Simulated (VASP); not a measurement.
Input of a VASP 6.6.1 run:

INCAR

```
SYSTEM = GaW
PREC = Accurate
ENCUT = 520
EDIFF = 1E-6
ISMEAR = 0
SIGMA = 0.1
LREAL = .FALSE.
LASPH = .TRUE.
NELM = 100
ALGO = Normal
ISIF = 2
LWAVE = .FALSE.
LCHARG = .TRUE.
GGA = PE
LELF = .TRUE.
LVHAR = .TRUE.
NBANDS = 35
```

KPOINTS

```
regular mesh
0
G
  4 6 4
  0 0 0
```

POSCAR

```
GaW
1.0
    4.6613349370      0.0000000000      0.0000000000
    0.0000000000      2.7205782687      0.0000000000
    0.0000000000      0.0000000000      4.9024496119
Ga W
2 2
Direct
    0.7500000000      0.0000000000      0.6559905166
    0.2500000000      0.0000000000      0.3440094834
    0.7500000000      0.5000000000      0.1531067423
    0.2500000000      0.5000000000      0.8468932577
```

Potentials or basis: VASP PAW PBE potentials, release 64 (Ga_d, W_sv).

The run is started by

```console
$ cat potpaw_PBE.64/Ga_d/POTCAR potpaw_PBE.64/W_sv/POTCAR > POTCAR
$ mpirun -np 1 vasp_std > vasp.out
```

Task: Predict the pressure.

Result: 0.4 GPa.

Task: Estimate the band gap on the k mesh.

Result: Zero (band 27 reaches 10.77 eV, above the bottom of band 28 at 9.02 eV).

Forces in eV/Å, atoms in the order of the input:
```
Ga   0.000  0.000  0.003
Ga   0.000  0.000 -0.003
W    0.000  0.000  0.001
W    0.000  0.000 -0.001
```

Caveat: the k points lie up to 0.38 Å⁻¹ apart; spin-orbit coupling is left out, which moves the levels of the heavy elements.
